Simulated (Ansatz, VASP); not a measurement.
**One calculation of NaHF2, two programs**

File INCAR:

```
SYSTEM = NaHF2
ALGO = Normal
EDIFF = 1E-6
ENCUT = 1130
GGA = PS
GGA_COMPAT = .FALSE.
ISIF = 2
ISMEAR = 0
IVDW = 12
LASPH = .TRUE.
LCHARG = .FALSE.
LREAL = .FALSE.
LWAVE = .FALSE.
NBANDS = 20
NELM = 120
PREC = Accurate
SIGMA = 0.01
```

The input KPOINTS:

```
k-points
0
G
  6 6 6
  0 0 0
```

Contents of POSCAR:

```
NaHF2
1.0
    1.6977160689      0.9801768294      4.5692389230
   -1.6977160689      0.9801768294      4.5692389230
    0.0000000000     -1.9603536588      4.5692389230
Na H F
1 1 2
Direct
    0.0000000000      0.0000000000      0.0000000000
    0.5000000000      0.5000000000      0.5000000000
    0.4172389339      0.4172389339      0.4172389339
    0.5827610661      0.5827610661      0.5827610661
```

Input for Ansatz:

```yaml
crystal:
  lattice:
    - [1.6977160689, 0.9801768294, 4.569238923]
    - [-1.6977160689, 0.9801768294, 4.569238923]
    - [0.0, -1.9603536588, 4.569238923]
  atoms:
    - { symbol: Na, position: [0.0, 0.0, 0.0] }
    - { symbol: H, position: [0.5, 0.5, 0.5] }
    - { symbol: F, position: [0.4172389339, 0.4172389339, 0.4172389339] }
    - { symbol: F, position: [0.5827610661, 0.5827610661, 0.5827610661] }
kpoints:
  mp_grid: { grid: [6, 6, 6] }
hamiltonian:
  xc: pbesol
  dispersion: d3bj
scf:
  occupations: { method: fixed }
  n_extra_bands: 5
output:
  forces: true
  stress: true
  eigenvalues: true
```

Alike in both runs: task single point; functional PBEsol; dispersion D3(BJ); k mesh 6 × 6 × 6; no spin polarisation.

|  | VASP | Ansatz |
| --- | --- | --- |
| version | VASP 6.6.1 | Ansatz 0.2.0 |
| potentials or method | VASP PAW PBE potentials, release 64 (Na_sv, H, F) | plane waves |
| plane-wave cutoff (eV) | 1130 | 420 |
| occupations | gaussian, width 0.01 eV | fixed |
| valence electrons in the cell | 24 | 24 |

|  | VASP | Ansatz | Ansatz less VASP |
| --- | --- | --- | --- |
| gap on the k mesh at the Fermi level (eV) | 7.05 | 7.07 | +0.017 |
| pressure (GPa) | 0.8 | 0.8 | 0.00 |
| traceless stress, the component that is largest in VASP (GPa) | 0.85 | 0.52 | -0.326 |
| rms of the force components (eV/Å) | 0.063 | 0.046 | -0.0173 |

VASP's potentials were made for PBE, not for PBEsol. Atom by atom the forces differ by 0.017 eV/Å (rms over components).
